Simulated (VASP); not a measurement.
# InSe (C2/m) in VASP: notebook, part 2 of 2

VASP 6.6.1. The steps go on from the part before.

### Step 3. Single point, PBE (33.47 Å³/atom)

This run uses another cell than the first one, of 33.47 Å³/atom.

Contents of INCAR:

```
ALGO = Normal ; EDIFF = 1E-6
ENCUT = 520 ; GGA = PE
ISIF = 2 ; ISMEAR = 0
LASPH = True ; LCHARG = False
LREAL = False ; LWAVE = False
NBANDS = 27 ; NELM = 60
PREC = Accurate ; SIGMA = 0.05
```

Contents of KPOINTS:

```
k-points
0
Gamma
  10 10 6
```

Contents of POSCAR:

```
InSe
1.0
    5.7040554005     -2.0624568631     -0.1448380477
    5.7040554005      2.0624568631     -0.1448380477
   -1.6587151877      0.0000000000      5.7317369213
In Se
2 2
Direct
    0.8876101438      0.8876101438      0.0529020067
    0.1123898562      0.1123898562      0.9470979933
    0.6680653075      0.6680653075      0.7074172638
    0.3319346925      0.3319346925      0.2925827362
```

Potentials or basis: VASP PAW PBE potentials, release 64 (In_d, Se).

The run is started by

```
cat potpaw_PBE.64/In_d/POTCAR potpaw_PBE.64/Se/POTCAR > POTCAR
mpirun -np 1 vasp_std > vasp.out
```

OUTCAR:

```text
EDIFF = 1E-6
   ENCUT = 520
   GGA = PE
   ISIF = 2
   ISMEAR = 0
   LASPH = True
   LREAL = False
   NELM = 60
   PREC = Accurate

 ion  position               nearest neighbor table
   1  0.888  0.888  0.053-   4 2.69   4 2.69   3 2.72   2 2.82   2 3.65   2 3.65
   2  0.112  0.112  0.947-   3 2.69   3 2.69   4 2.72   1 2.82   1 3.65   1 3.65
   3  0.668  0.668  0.707-   2 2.69   2 2.69   1 2.72
   4  0.332  0.332  0.293-   1 2.69   1 2.69   2 2.72

  LATTYP: Found a base centered monoclinic cell.
 ALAT       =    11.4117879532
 B/A-ratio  =     0.3614607757
 C/A-ratio  =     0.5228734407
 COS(beta)  =    -0.3022789818

  Lattice vectors:

 A1 = (   5.7040554005,  -2.0624568631,  -0.1448380477)
 A2 = (   5.7040554005,   2.0624568631,  -0.1448380477)
 A3 = (  -1.6587151877,   0.0000000000,   5.7317369213)

Analysis of symmetry for initial positions (statically):
=====================================================================
 Subroutine PRICEL returns:
 Original cell was already a primitive cell.

 Routine SETGRP: Setting up the symmetry group for a
 base centered monoclinic supercell.

 Subroutine GETGRP returns: Found  4 space group operations
 (whereof  4 operations were pure point group operations)
 out of a pool of  4 trial point group operations.

The static configuration has the point symmetry C_2h.

Analysis of symmetry for dynamics (positions and initial velocities):
=====================================================================
 Subroutine PRICEL returns:
 Original cell was already a primitive cell.

 Routine SETGRP: Setting up the symmetry group for a
 base centered monoclinic supercell.

 Subroutine GETGRP returns: Found  4 space group operations
 (whereof  4 operations were pure point group operations)
 out of a pool of  4 trial point group operations.

The dynamic configuration has the point symmetry C_2h.

 Subroutine INISYM returns: Found  4 space group operations
 (whereof  4 operations are pure point group operations),
 and found     1 'primitive' translations

----------------------------------------------------------------------------------------

                                     Primitive cell

  volume of cell :     133.8695

  direct lattice vectors                    reciprocal lattice vectors
     5.704055400 -2.062456863 -0.144838048     0.088305827 -0.242429313  0.025554944
     5.704055400  2.062456863 -0.144838048     0.088305827  0.242429313  0.025554944
    -1.658715188  0.000000000  5.731736921     0.004462886  0.000000000  0.175758705

  length of vectors
     6.067203176  6.067203176  5.966920831     0.259273882  0.259273882  0.175815357

  position of ions in fractional coordinates (direct lattice)
     0.887610144  0.887610144  0.052902007
     0.112389856  0.112389856  0.947097993
     0.668065308  0.668065308  0.707417264
     0.331934692  0.331934692  0.292582736

  ion indices of the primitive-cell ions
   primitive index   ion index
                 1           1
                 2           2
                 3           3
                 4           4

----------------------------------------------------------------------------------------

 KPOINTS: k-points

Automatic generation of k-mesh.
 Grid dimensions read from file:
 generate k-points for:   10   10    6

 Generating k-lattice:

  Cartesian coordinates                     Fractional coordinates (reciprocal lattice)
     0.008830583 -0.024242931  0.002555494     0.100000000  0.000000000 -0.000000000
     0.008830583  0.024242931  0.002555494     0.000000000  0.100000000 -0.000000000
     0.000743814  0.000000000  0.029293117     0.000000000  0.000000000  0.166666667

  Length of vectors
     0.025927388  0.025927388  0.029302559

  Shift w.r.t. Gamma in fractional coordinates (k-lattice)
     0.000000000  0.000000000  0.000000000

 Subroutine IBZKPT returns following result:
 ===========================================

 Found    172 irreducible k-points:

 Following reciprocal coordinates:
            Coordinates               Weight
  0.000000  0.000000  0.000000      1.000000
  0.100000  0.000000  0.000000      4.000000
  0.200000  0.000000  0.000000      4.000000
  0.300000  0.000000  0.000000      4.000000
  0.400000  0.000000  0.000000      4.000000
  0.500000 -0.000000  0.000000      2.000000
[... 16 lines left out ...]
  0.300000  0.300000  0.000000      2.000000
  0.400000  0.300000  0.000000      4.000000
 [... further k-points ...]
   k-points           NKPTS =    172   k-points in BZ     NKDIM =    172   number of bands    NBANDS=     27
   number of dos      NEDOS =    301   number of ions     NIONS =      4
   total plane-waves  NPLWV = 110592
   dimension x,y,z NGX =    48 NGY =   48 NGZ =   48
   dimension x,y,z NGXF=    96 NGYF=   96 NGZF=   96
   ions per type =               2   2
   NGX,Y,Z   is equivalent  to a cutoff of  13.15, 13.15, 13.37 a.u.
   NGXF,Y,Z  is equivalent  to a cutoff of  26.30, 26.30, 26.75 a.u.
 SYSTEM =  unknown system
   PREC   = accura    normal or accurate (medium, high low for compatibility)
   ISTART =      0    job   : 0-new  1-cont  2-samecut
   ICHARG =      2    charge: 1-file 2-atom 10-const
   ISPIN  =      1    spin polarized calculation?
   LNONCOLLINEAR =      F non collinear calculations
   LSORBIT =      F    spin-orbit coupling
   LASPH  =      T    aspherical Exc in radial PAW
   ENCUT  =  520.0 eV  38.22 Ry    6.18 a.u.  11.28 11.28 11.09*2*pi/ulx,y,z
   NELM   =     60;   NELMIN=  2; NELMDL= -5     # of ELM steps
   EDIFF  = 0.1E-05   stopping-criterion for ELM
   LREAL  =      F    real-space projection
   EDIFFG = 0.1E-04   stopping-criterion for IOM
   NSW    =      0    number of steps for IOM
   IBRION =     -1    ionic relax: 0-MD 1-quasi-New 2-CG
   NFREE  =      0    steps in history (QN), initial steepest desc. (CG)
   ISIF   =      2    stress and relaxation
   ISYM   =      2    0-nonsym 1-usesym 2-fastsym
   POTIM  = 0.5000    time-step for ionic-motion
   TEBEG  =    0.0;   TEEND  =   0.0 temperature during run
   PSTRESS=    0.0 pullay stress
   NELECT =      38.0000    total number of electrons
   NUPDOWN=      -1.0000    fix difference up-down
   EMIN   =  10.00;   EMAX   =-10.00  energy-range for DOS
   EFERMI =   0.00;   METHOD = LEGACY
   ISMEAR =     0;   SIGMA  =   0.05  broadening in eV -4-tet -1-fermi 0-gaus
   EFERMI_NEDOS =   21; number of points for ismear=-14 and -15
   IALGO  =     38    algorithm
   IMIX   =      4    mixing-type and parameters
     AMIX     =   0.40;   BMIX     =  1.00
     AMIX_MAG =   1.60;   BMIX_MAG =  1.00
  volume/ion in A,a.u.               =      33.47       225.85
  Fermi-wavevector in a.u.,A,eV,Ry     =   1.075909  2.033173 15.749827  1.157580
  Thomas-Fermi vector in A             =   2.211778
   LORBIT       =      0    0 simple, 1 ext, 2 COOP (PROOUT), +10 PAW based schemes
   GGA     = PE    functional components
   LHFCALC =     F    Hartree Fock is set to
   AEXX    =    0.0000 exact exchange contribution
   IVDW    =     0    specifies the selected vdW correction
   LEPSILON=     F    determine dielectric tensor
   LRPA    =     F    only Hartree local field effects (RPA)
 non-spin polarized calculation
 Gauss-broadening in eV      SIGMA  =   0.05
  energy-cutoff  :      520.00
  volume of cell :      133.87
 maximum number of plane-waves:      3628
 NGX is ok and might be reduce to    48
   NGX = 23   NGY = 23   NGZ = 23

 number of electron      38.0000003 magnetization

 Free energy of the ion-electron system (eV)
  ---------------------------------------------------
  ext. energy  EPLUGINS =         0.00000000
  ---------------------------------------------------
  free energy    TOTEN  =       -14.08637875 eV

  energy without entropy =      -14.08637875  energy(sigma->0) =      -14.08637875

 E-fermi :   2.9707     XC(G=0):  -8.2044

 val. band max:        2.7507354400   @ k =   0.5000   0.5000  -0.0000
 cond. band min:       3.8464367333   @ k =  -0.4000  -0.4000   0.1667
 fundamental gap:      1.0957012933
 Fermi energy:         2.9706809419

 k-point     1 :       0.0000    0.0000    0.0000
  band No.  band energies     occupation
      1     -11.8480      2.00000
      2     -11.7445      2.00000
      3     -11.5830      2.00000
      4     -11.5413      2.00000
      5     -11.5090      2.00000
      6     -11.5085      2.00000
[... 19 lines left out ...]
     26       9.0543      0.00000
     27      10.0826      0.00000
[... 667 lines left out ...]
      5     -11.5423      2.00000
      6     -11.5069      2.00000
[... 19 lines left out ...]
     26       8.8653      0.00000
     27       9.9931      0.00000

 [... further k-points ...]
[... 5 lines left out ...]
  --------------------------------------------------------------------------------------
  -------------------------------------------------------------------------------------
  Total        0.0346457     -0.0386108      0.0168088      0.0000000      0.0000000      0.0022130
  in kB        0.4146466     -0.4621014      0.2011705      0.0000000      0.0000000      0.0264852
  external PRESSURE =       0.0512386 kB  Pullay stress =       0.0000000 kB

 VOLUME and BASIS-vectors are now :
 -----------------------------------------------------------------------------
  energy-cutoff  :      520.00
  volume of cell :      133.87
      direct lattice vectors                 reciprocal lattice vectors
     5.704055400 -2.062456863 -0.144838048     0.088305827 -0.242429313  0.025554944
     5.704055400  2.062456863 -0.144838048     0.088305827  0.242429313  0.025554944
    -1.658715188  0.000000000  5.731736921     0.004462886  0.000000000  0.175758705

 POSITION                                       TOTAL-FORCE (eV/Angst)
 -----------------------------------------------------------------------------------
     10.03821      0.00000      0.04610         0.010683      0.000000      0.001951
     -0.28881      0.00000      5.39596        -0.010683      0.000000     -0.001951
      6.44796      0.00000      3.86121        -0.001201      0.000000     -0.015349
      3.30144      0.00000      1.58085         0.001201      0.000000      0.015349
 -----------------------------------------------------------------------------------
    total drift:                                0.000000     -0.000000     -0.000000

  FREE ENERGIE OF THE ION-ELECTRON SYSTEM (eV)
  ---------------------------------------------------
  free  energy   TOTEN  =       -14.0863787498 eV

  energy  without entropy=      -14.0863787498  energy(sigma->0) =      -14.08637875
```

Run time: 6.7 min. Hardware: 1 thread of Intel Xeon 6975P-C (Granite Rapids), shared host; peak memory 0.7 GiB.

Results:

* Free energy: -14.0864 eV
* Pressure: 0.0 GPa
* Largest force: 0.015 eV/Å
* Band gap on the k mesh: 1.10 eV (least direct gap 1.19 eV)

Forces in eV/Å, atoms in the order of the input:
```
In   0.011  0.000  0.002
In  -0.011  0.000 -0.002
Se  -0.001  0.000 -0.015
Se   0.001  0.000  0.015
```

Stress tensor (GPa, compression positive):
```
 0.04  0.00  0.00
 0.00 -0.05  0.00
 0.00  0.00  0.02
```

Caveat: spin-orbit coupling is left out, which moves the levels of the heavy elements.
